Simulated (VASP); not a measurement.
A run of VASP 6.6.1 is set up as follows.

File INCAR:

```
ALGO = Normal ; EDIFF = 1E-6
ENCUT = 520 ; GGA = PE
ISIF = 2 ; ISMEAR = 0
LASPH = T ; LCHARG = F
LREAL = F ; LWAVE = F
NBANDS = 29 ; NELM = 100
PREC = Accurate ; SIGMA = 0.1
```

KPOINTS

```
k-points
0
Gamma
  12 12 6
```

The input POSCAR:

```
B4MoRu
1.0
    3.0033577408      0.0000000000      0.0000000000
   -1.5016788704      2.6009841002      0.0000000000
    0.0000000000      0.0000000000      6.7175557925
B Mo Ru
4 1 1
Direct
    0.3333333333      0.6666666667      0.7497624455
    0.3333333333      0.6666666667      0.2502375545
    0.6666666667      0.3333333333      0.7497624455
    0.6666666667      0.3333333333      0.2502375545
    0.0000000000      0.0000000000      0.5000000000
    0.0000000000      0.0000000000      0.0000000000
```

Potentials or basis: VASP PAW PBE potentials, release 64 (B, Mo_sv, Ru_pv).

Launch:

```sh
$ cat potpaw_PBE.64/B/POTCAR potpaw_PBE.64/Mo_sv/POTCAR potpaw_PBE.64/Ru_pv/POTCAR > POTCAR
$ mpirun -np 1 vasp_std > vasp.out
```

**Question.** Estimate the largest force.

**Answer.** 0.007 eV/Å.

**Question.** What does it give for the band gap on the k mesh?

**Answer.** Zero (band 20 reaches 12.06 eV, above the bottom of band 21 at 10.40 eV).

**Question.** Estimate the pressure.

**Answer.** 0.3 GPa.

Forces on the atoms (eV/Å):
```
B    0.000  0.000  0.007
B    0.000  0.000 -0.007
B    0.000  0.000  0.007
B    0.000  0.000 -0.007
Mo   0.000  0.000  0.000
Ru   0.000  0.000  0.000
```
